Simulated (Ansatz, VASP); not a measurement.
## MgO: VASP beside Ansatz

File INCAR:

```
PREC = Accurate
ENCUT = 520
EDIFF = 1E-6
ISMEAR = 0
SIGMA = 0.05
LREAL = False
LASPH = True
NELM = 60
ALGO = Normal
ISIF = 2
LWAVE = False
LCHARG = False
GGA = PS
NBANDS = 16
```

The input KPOINTS:

```
regular mesh
0
Gamma
  9 9 6
```

POSCAR

```
MgO
1.0
    3.6131554028      0.0000000000      0.0000000000
   -1.8065777015      3.1290843667      0.0000000000
    0.0000000000      0.0000000000      4.0814203431
Mg O
2 2
Direct
    0.6666666667      0.3333333333      0.7500000000
    0.3333333333      0.6666666667      0.2500000000
    0.6666666667      0.3333333333      0.2500000000
    0.3333333333      0.6666666667      0.7500000000
```

Input for Ansatz:

```yaml
crystal:
  lattice:
    - [3.6131554028, 0.0, 0.0]
    - [-1.8065777015, 3.1290843667, 0.0]
    - [0.0, 0.0, 4.0814203431]
  atoms:
    - { symbol: Mg, position: [0.6666666667, 0.3333333333, 0.75] }
    - { symbol: Mg, position: [0.3333333333, 0.6666666667, 0.25] }
    - { symbol: O, position: [0.6666666667, 0.3333333333, 0.25] }
    - { symbol: O, position: [0.3333333333, 0.6666666667, 0.75] }
basis:
  ecutwfc: 520.0
kpoints:
  mp_grid: { grid: [9, 9, 6] }
hamiltonian:
  xc: pbesol
  pseudopotentials: { kind: paw, azcp: { folder: soft_1 } }
scf:
  occupations: { method: gaussian, width: 0.05 }
output:
  forces: true
  stress: true
  eigenvalues: true
```

Alike in both runs: task single point; functional PBEsol; k mesh 9 × 9 × 6; occupations gaussian, width 0.05 eV; no spin polarisation.

|  | VASP | Ansatz |
| --- | --- | --- |
| version | VASP 6.6.1 | Ansatz 0.2.0 |
| potentials or method | VASP PAW PBE potentials, release 64 (Mg, O), cutoff 520 eV | scalar-relativistic, plane waves, PAW |
| valence electrons in the cell | 16 | 32 |

Ansatz gave:

| Quantity | Value |
| --- | --- |
| gap on the k mesh at the Fermi level (eV) | 3.18 |
| least direct gap on the mesh (eV) | 3.18 |
| pressure (GPa) | -3.5 |
| traceless stress, the component that is largest in VASP (GPa) | 6.21 |

Task: Which values does VASP return?

Result: gap on the k mesh at the Fermi level (eV): 3.17; least direct gap on the mesh (eV): 3.17; pressure (GPa): -3.9; traceless stress, the component that is largest in VASP (GPa): 6.19.

VASP's potentials were made for PBE, not for PBEsol, and Ansatz warns of the same on its side. VASP's potentials hold 16 valence electrons a cell and Ansatz's 32, so a difference there can come from the potentials and not from the codes.
